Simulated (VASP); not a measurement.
Rh:

```
Rh
1.0
     2.69174    0.00000    0.00000
    -1.34587    2.33112    0.00000
     0.00000    0.00000    8.79807
Rh
4
Direct
  0.00000 0.00000 0.00000
  0.33333 0.66667 0.25000
  0.00000 0.00000 0.50000
  0.66667 0.33333 0.75000
```

Base run:

```yaml
Program: VASP 6.6.1
Functional: BLYP
Potentials_or_basis: VASP PAW PBE potentials, release 64 (Rh_pv)
Cutoff: 520 eV
k_mesh: 11 × 11 × 3
Occupations: fermi-dirac, width 0.1 eV
Spin: no spin polarisation
```

Its results: band gap on the k mesh zero (band 30 reaches 13.01 eV, above the bottom of band 31 at 11.35 eV); pressure 20.0 GPa.

Q: The run is repeated on the same cell with these changes: functional from BLYP to PBEsol; further incar settings from ALGO = Normal; EDIFF = 1e-06; NBANDS = 38 to ALGO = Normal; EDIFF = 1e-07; NBANDS = 38. What comes out?

A: Band gap on the k mesh zero (band 30 reaches 12.33 eV, above the bottom of band 31 at 10.70 eV); pressure -5.3 GPa.

Caveats: the PAW data sets were made with another functional, which shifts forces and pressure a little.
